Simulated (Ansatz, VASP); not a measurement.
# Ru: VASP beside Ansatz

```
CELL_PARAMETERS angstrom
2.71980 0.00000 0.00000
-1.35990 2.35542 0.00000
0.00000 0.00000 4.29661
ATOMIC_POSITIONS crystal
Ru 0.33333 0.66667 0.25000
Ru 0.66667 0.33333 0.75000
```

Alike in both runs: functional PBE; k mesh 18 × 18 × 10; occupations gaussian, width 0.1 eV; no spin polarisation.

Ansatz relaxed the structure, and its values are those at the end. VASP's run is a single point on that final structure, the one shown.

|  | VASP | Ansatz |
| --- | --- | --- |
| version | VASP 6.6.1 | Ansatz 0.2.0 |
| potentials or method | VASP PAW PBE potentials, release 64 (Ru_pv), cutoff 500 eV | scalar-relativistic, plane waves, PAW |
| valence electrons in the cell | 28 | 32 |

|  | VASP | Ansatz | Ansatz less VASP |
| --- | --- | --- | --- |
| gap on the k mesh at the Fermi level (eV) | none | none | - |
| pressure (GPa) | 0.0 | 0.0 | +0.04 |

A gap of «none» marks a metal or a gap that the smearing closes. VASP's potentials hold 28 valence electrons a cell and Ansatz's 32, so a difference there can come from the potentials and not from the codes.
